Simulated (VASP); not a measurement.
# ZnIn2Cl4 (I4/mmm) in VASP: single point with PBE

Aim: the single point of ZnIn2Cl4 with PBE.

All numbers are computed with VASP 6.6.1; they aren't measurements. Logs are shortened: lines on timing, memory, paths and dates and some standing lists are left out, and cuts for length are marked.

### Step 1. The cell of the first run

The structure is tetragonal, space group I4/mmm (No. 139). The conventional cell has a = 5.069 Å, b = 5.069 Å, c = 15.539 Å, α = 90.00°, β = 90.00°, γ = 90.00°. Zn (site symmetry 4/mmm) has 6 Cl at 2.39 to 2.53 Å within 3.2 Å. Within 4.3 Å of In (site symmetry 4mm) lie 9 Cl at 3.24 to 3.59 Å and 4 Zn at 4.18 Å and 1 In at 4.29 Å. Within 3.2 Å of Cl (site symmetry 4mm) lie 1 Zn at 2.39 Å. Within 3.3 Å of Cl (site symmetry mmm) lie 2 Zn at 2.53 Å.

### Step 2. Single point, PBE

Contents of INCAR:

```
SYSTEM = ZnIn2Cl4
ALGO = Normal ; EDIFF = 1E-6
ENCUT = 520 ; GGA = PE
ISIF = 2 ; ISMEAR = 0
LASPH = .TRUE. ; LCHARG = .TRUE.
LELF = .TRUE. ; LREAL = .FALSE.
LVHAR = .TRUE. ; LWAVE = .FALSE.
NBANDS = 42 ; NELM = 100
PREC = Accurate ; SIGMA = 0.1
```

Contents of KPOINTS:

```
k-points
0
G
  4 4 4
  0 0 0
```

Contents of POSCAR:

```
ZnIn2Cl4
1.0
    0.0000000000     -5.0687422000      0.0000000000
    5.0687422000      0.0000000000      0.0000000000
   -2.5343711000      2.5343711000      7.7693203000
Zn In Cl
1 2 4
Direct
    0.0000000000      0.0000000000      0.0000000000
    0.3618850000      0.3618850000      0.7237700000
    0.6381150000      0.6381150000      0.2762300000
    0.8464350000      0.8464350000      0.6928700000
    0.0000000000      0.5000000000      0.0000000000
    0.5000000000      0.0000000000      0.0000000000
    0.1535650000      0.1535650000      0.3071300000
```

Potentials or basis: VASP PAW PBE potentials, release 64 (Zn, In_d, Cl).

Command:

```sh
$ cat potpaw_PBE.64/Zn/POTCAR potpaw_PBE.64/In_d/POTCAR potpaw_PBE.64/Cl/POTCAR > POTCAR
$ mpirun -np 1 vasp_std > vasp.out
```

OUTCAR:

```text
SYSTEM = ZnIn2Cl4
   EDIFF = 1E-6
   ENCUT = 520
   GGA = PE
   ISIF = 2
   ISMEAR = 0
   LASPH = .TRUE.
   LREAL = .FALSE.
   NELM = 100
   PREC = Accurate

 ion  position               nearest neighbor table
   1  0.000  0.000  0.000-   4 2.39   7 2.39   6 2.53   5 2.53   5 2.53   6 2.53
   2  0.362  0.362  0.724-   7 3.24   6 3.32   5 3.32   6 3.32   5 3.32
   3  0.638  0.638  0.276-   4 3.24   5 3.32   6 3.32   6 3.32   5 3.32
   4  0.846  0.846  0.693-   1 2.39   3 3.24
   5  0.000  0.500  0.000-   1 2.53   1 2.53   2 3.32   3 3.32   3 3.32   2 3.32
   6  0.500  0.000  0.000-   1 2.53   1 2.53   2 3.32   3 3.32   2 3.32   3 3.32
   7  0.154  0.154  0.307-   1 2.39   2 3.24

  LATTYP: Found a body centered tetragonal cell.
 ALAT       =     5.0687422000
 C/A-ratio  =     3.0655811613

  Lattice vectors:

 A1 = (  -2.5343711000,  -2.5343711000,  -7.7693203000)
 A2 = (   2.5343711000,   2.5343711000,  -7.7693203000)
 A3 = (   2.5343711000,  -2.5343711000,   7.7693203000)

Analysis of symmetry for initial positions (statically):
=====================================================================
 Subroutine PRICEL returns:
 Original cell was already a primitive cell.

 Routine SETGRP: Setting up the symmetry group for a
 body centered tetragonal supercell.

 Subroutine GETGRP returns: Found 16 space group operations
 (whereof 16 operations were pure point group operations)
 out of a pool of 16 trial point group operations.

The static configuration has the point symmetry D_4h.

Analysis of symmetry for dynamics (positions and initial velocities):
=====================================================================
 Subroutine PRICEL returns:
 Original cell was already a primitive cell.

 Routine SETGRP: Setting up the symmetry group for a
 body centered tetragonal supercell.

 Subroutine GETGRP returns: Found 16 space group operations
 (whereof 16 operations were pure point group operations)
 out of a pool of 16 trial point group operations.

The dynamic configuration has the point symmetry D_4h.

 Subroutine INISYM returns: Found 16 space group operations
 (whereof 16 operations are pure point group operations),
 and found     1 'primitive' translations

----------------------------------------------------------------------------------------

                                     Primitive cell

  volume of cell :     199.6105

  direct lattice vectors                    reciprocal lattice vectors
     0.000000000 -5.068742200  0.000000000     0.000000000 -0.197287603  0.064355694
     5.068742200  0.000000000  0.000000000     0.197287603  0.000000000  0.064355694
    -2.534371100  2.534371100  7.769320300     0.000000000  0.000000000  0.128711388

  length of vectors
     5.068742200  5.068742200  8.556191423     0.207518803  0.207518803  0.128711388

  position of ions in fractional coordinates (direct lattice)
     0.000000000  0.000000000  0.000000000
     0.361885000  0.361885000  0.723770000
     0.638115000  0.638115000  0.276230000
     0.846435000  0.846435000  0.692870000
     0.000000000  0.500000000  0.000000000
     0.500000000  0.000000000  0.000000000
     0.153565000  0.153565000  0.307130000

  ion indices of the primitive-cell ions
   primitive index   ion index
                 1           1
                 2           2
                 3           3
                 4           4
                 5           5
                 6           6
                 7           7

----------------------------------------------------------------------------------------

 KPOINTS: k-points

Automatic generation of k-mesh.
 Grid dimensions read from file:
 generate k-points for:    4    4    4

 Generating k-lattice:

  Cartesian coordinates                     Fractional coordinates (reciprocal lattice)
     0.000000000 -0.049321901  0.016088924     0.250000000  0.000000000  0.000000000
     0.049321901  0.000000000  0.016088924     0.000000000  0.250000000  0.000000000
     0.000000000  0.000000000  0.032177847     0.000000000  0.000000000  0.250000000

  Length of vectors
     0.051879701  0.051879701  0.032177847

  Shift w.r.t. Gamma in fractional coordinates (k-lattice)
     0.000000000  0.000000000  0.000000000

 Subroutine IBZKPT returns following result:
 ===========================================

 Found     13 irreducible k-points:

 Following reciprocal coordinates:
            Coordinates               Weight
  0.000000  0.000000  0.000000      1.000000
  0.250000  0.000000  0.000000      8.000000
  0.500000  0.000000  0.000000      4.000000
  0.250000  0.250000  0.000000      8.000000
  0.500000  0.250000  0.000000     16.000000
 -0.250000  0.250000  0.000000      4.000000
  0.500000  0.500000  0.000000      2.000000
  0.000000  0.000000  0.250000      2.000000
  0.250000  0.000000  0.250000      8.000000
  0.500000  0.000000  0.250000      4.000000
  0.250000  0.250000  0.250000      4.000000
  0.500000  0.500000  0.250000      2.000000
  0.000000  0.000000  0.500000      1.000000
   k-points           NKPTS =     13   k-points in BZ     NKDIM =     13   number of bands    NBANDS=     42
   number of dos      NEDOS =    301   number of ions     NIONS =      7
   total plane-waves  NPLWV = 102400
   dimension x,y,z NGX =    40 NGY =   40 NGZ =   64
   dimension x,y,z NGXF=    80 NGYF=   80 NGZF=  128
   ions per type =               1   2   4
   NGX,Y,Z   is equivalent  to a cutoff of  13.12, 13.12, 12.44 a.u.
   NGXF,Y,Z  is equivalent  to a cutoff of  26.24, 26.24, 24.87 a.u.
 SYSTEM =  ZnIn2Cl4
   PREC   = accura    normal or accurate (medium, high low for compatibility)
   ISTART =      0    job   : 0-new  1-cont  2-samecut
   ICHARG =      2    charge: 1-file 2-atom 10-const
   ISPIN  =      1    spin polarized calculation?
   LNONCOLLINEAR =      F non collinear calculations
   LSORBIT =      F    spin-orbit coupling
   LASPH  =      T    aspherical Exc in radial PAW
   ENCUT  =  520.0 eV  38.22 Ry    6.18 a.u.   9.42  9.42 15.91*2*pi/ulx,y,z
   NELM   =    100;   NELMIN=  2; NELMDL= -5     # of ELM steps
   EDIFF  = 0.1E-05   stopping-criterion for ELM
   LREAL  =      F    real-space projection
   EDIFFG = 0.1E-04   stopping-criterion for IOM
   NSW    =      0    number of steps for IOM
   IBRION =     -1    ionic relax: 0-MD 1-quasi-New 2-CG
   NFREE  =      0    steps in history (QN), initial steepest desc. (CG)
   ISIF   =      2    stress and relaxation
   ISYM   =      2    0-nonsym 1-usesym 2-fastsym
   POTIM  = 0.5000    time-step for ionic-motion
   TEBEG  =    0.0;   TEEND  =   0.0 temperature during run
   PSTRESS=    0.0 pullay stress
   NELECT =      66.0000    total number of electrons
   NUPDOWN=      -1.0000    fix difference up-down
   EMIN   =  10.00;   EMAX   =-10.00  energy-range for DOS
   EFERMI =   0.00;   METHOD = LEGACY
   ISMEAR =     0;   SIGMA  =   0.10  broadening in eV -4-tet -1-fermi 0-gaus
   EFERMI_NEDOS =   21; number of points for ismear=-14 and -15
   IALGO  =     38    algorithm
   IMIX   =      4    mixing-type and parameters
     AMIX     =   0.40;   BMIX     =  1.00
     AMIX_MAG =   1.60;   BMIX_MAG =  1.00
  volume/ion in A,a.u.               =      28.52       192.43
  Fermi-wavevector in a.u.,A,eV,Ry     =   1.132040  2.139245 17.436056  1.281514
  Thomas-Fermi vector in A             =   2.268740
   LORBIT       =      0    0 simple, 1 ext, 2 COOP (PROOUT), +10 PAW based schemes
   GGA     = PE    functional components
   LHFCALC =     F    Hartree Fock is set to
   AEXX    =    0.0000 exact exchange contribution
   IVDW    =     0    specifies the selected vdW correction
   LEPSILON=     F    determine dielectric tensor
   LRPA    =     F    only Hartree local field effects (RPA)
 non-spin polarized calculation
 Gauss-broadening in eV      SIGMA  =   0.10
  energy-cutoff  :      520.00
  volume of cell :      199.61
 maximum number of plane-waves:      5424
 NGX is ok and might be reduce to    40
   NGX = 19   NGY = 19   NGZ = 31

 number of electron      65.9999983 magnetization

 Free energy of the ion-electron system (eV)
  ---------------------------------------------------
  ext. energy  EPLUGINS =         0.00000000
  ---------------------------------------------------
  free energy    TOTEN  =       -19.95354708 eV

  energy without entropy =      -19.95354708  energy(sigma->0) =      -19.95354708

 E-fermi :   1.7778     XC(G=0):  -8.3581

 val. band max:        1.2869952721   @ k =   0.0000   0.0000   0.5000
 cond. band min:       3.4045827092   @ k =   0.0000   0.0000   0.0000
 fundamental gap:      2.1175874371
 Fermi energy:         1.7778361897

 k-point     1 :       0.0000    0.0000    0.0000
  band No.  band energies     occupation
      1     -13.2486      2.00000
      2     -12.5537      2.00000
      3     -12.3153      2.00000
      4     -12.2276      2.00000
      5     -11.6224      2.00000
      6     -11.6198      2.00000
[... 34 lines left out ...]
     41       8.7177      0.00000
     42       9.2167      0.00000

 k-point     2 :       0.2500    0.0000    0.0000
  band No.  band energies     occupation
      1     -13.1398      2.00000
      2     -12.6275      2.00000
      3     -12.3059      2.00000
      4     -12.2427      2.00000
      5     -11.6207      2.00000
      6     -11.6185      2.00000
[... 34 lines left out ...]
     41       9.0993      0.00000
     42       9.8794      0.00000

 k-point     3 :       0.5000    0.0000    0.0000
  band No.  band energies     occupation
      1     -12.9530      2.00000
      2     -12.7802      2.00000
      3     -12.2960      2.00000
      4     -12.2567      2.00000
      5     -11.6193      2.00000
      6     -11.6149      2.00000
[... 402 lines left out ...]
      4     -12.3117      2.00000
      5     -11.6187      2.00000
      6     -11.6139      2.00000
[... 34 lines left out ...]
     41       7.4136      0.00000
     42       7.9292      0.00000

 k-point    13 :       0.0000    0.0000    0.5000
  band No.  band energies     occupation
      1     -13.2392      2.00000
      2     -12.5538      2.00000
      3     -12.3253      2.00000
      4     -12.2394      2.00000
      5     -11.6211      2.00000
      6     -11.6211      2.00000
[... 34 lines left out ...]
     41       8.0710      0.00000
     42       9.2954      0.00000

------------------------ aborting loop because EDIFF is reached ----------------------------------------

  FORCE on cell =-STRESS in cart. coord.  units (eV):
  Direction    XX          YY          ZZ          XY          YZ          ZX
  --------------------------------------------------------------------------------------
  -------------------------------------------------------------------------------------
  Total       -0.0244978     -0.0244978      0.0070036      0.0000000      0.0000000      0.0000000
  in kB       -0.1966317     -0.1966317      0.0562147      0.0000000      0.0000000      0.0000000
  external PRESSURE =      -0.1123496 kB  Pullay stress =       0.0000000 kB

 VOLUME and BASIS-vectors are now :
 -----------------------------------------------------------------------------
  energy-cutoff  :      520.00
  volume of cell :      199.61
      direct lattice vectors                 reciprocal lattice vectors
     0.000000000 -5.068742200  0.000000000     0.000000000 -0.197287603  0.064355694
     5.068742200  0.000000000  0.000000000     0.197287603  0.000000000  0.064355694
    -2.534371100  2.534371100  7.769320300     0.000000000  0.000000000  0.128711388

 POSITION                                       TOTAL-FORCE (eV/Angst)
 -----------------------------------------------------------------------------------
      0.00000      0.00000      0.00000        -0.000000      0.000000      0.000000
      0.00000      0.00000      5.62320        -0.000000      0.000000     -0.000760
      2.53437     -2.53437      2.14612         0.000000     -0.000000      0.000760
      2.53437     -2.53437      5.38313         0.000000     -0.000000     -0.011242
      2.53437      0.00000      0.00000        -0.000000     -0.000000      0.000000
      0.00000     -2.53437      0.00000        -0.000000     -0.000000      0.000000
      0.00000      0.00000      2.38619        -0.000000      0.000000      0.011242
 -----------------------------------------------------------------------------------
    total drift:                                0.000000     -0.000000     -0.000000

  FREE ENERGIE OF THE ION-ELECTRON SYSTEM (eV)
  ---------------------------------------------------
  free  energy   TOTEN  =       -19.9535470774 eV

  energy  without entropy=      -19.9535470774  energy(sigma->0) =      -19.95354708
```

It took 92 s on 1 thread of Intel Xeon Platinum 8375C at 2.90GHz (Ice Lake), shared host; peak memory 0.36 GiB.

What came out:

| Item | Value |
| --- | --- |
| Free energy | -19.9535 eV |
| Pressure | 0.0 GPa |
| Largest force | 0.011 eV/Å |
| Band gap on the k mesh | 2.12 eV, indirect (least direct gap 2.58 eV) |

Forces on the atoms (eV/Å):
```
Zn   0.000  0.000  0.000
In   0.000  0.000 -0.001
In   0.000  0.000  0.001
Cl   0.000  0.000 -0.011
Cl   0.000  0.000  0.000
Cl   0.000  0.000  0.000
Cl   0.000  0.000  0.011
```

Caveat: spin-orbit coupling is left out, which moves the levels of the heavy elements. A k mesh can miss the band edges.
